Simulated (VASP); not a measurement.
HfO2:

```
Hf O
1.0
     3.55802    0.00000    0.00000
     0.00000    3.55802    0.00000
     0.00000    0.00000    5.17186
Hf O
2 4
Direct
  0.50000 0.50000 0.50000
  0.00000 0.00000 0.00000
  0.00000 0.50000 0.69721
  0.50000 0.00000 0.80279
  0.50000 0.00000 0.30279
  0.00000 0.50000 0.19721
```

* Program: VASP 6.6.1
* Task: relaxation of cell and atoms
* Functional: PBE
* Potentials or basis: VASP PAW PBE potentials, release 64 (Hf_pv, O)
* Cutoff: 600 eV
* k mesh: 6 × 6 × 4
* Occupations: gaussian, width 0.1 eV
* Spin: no spin polarisation

At the start: pressure 6.3 GPa; volume 10.91 Å³/atom.

Task: How do energy, volume and symmetry change on relaxing?

Result: Over 3 steps the energy falls by 5.1 meV/atom and the volume is 11.18 Å³/atom (+2.4 %); space group P4_2/nmc (No. 137, to 0.05 Å).

The path:
```csv
step,energy change (eV),largest force (eV/Å),pressure (GPa),volume (Å³)
1,0.0000,0.0978,6.26,65.47
2,0.0416,0.2384,-8.52,69.60
3,-0.0305,0.0430,-0.09,67.06
```

Final structure:
```
Hf O
1.0
     3.58773    0.00000    0.00000
     0.00000    3.58773    0.00000
     0.00000    0.00000    5.20982
Hf O
2 4
Direct
  0.50000 0.50000 0.50000
  0.00000 0.00000 0.00000
  0.00000 0.50000 0.69757
  0.50000 0.00000 0.80243
  0.50000 0.00000 0.30243
  0.00000 0.50000 0.19757
```

Caveat: the relaxation stopped at a loose force limit of 0.05 eV/Å, so its end isn't a converged minimum.
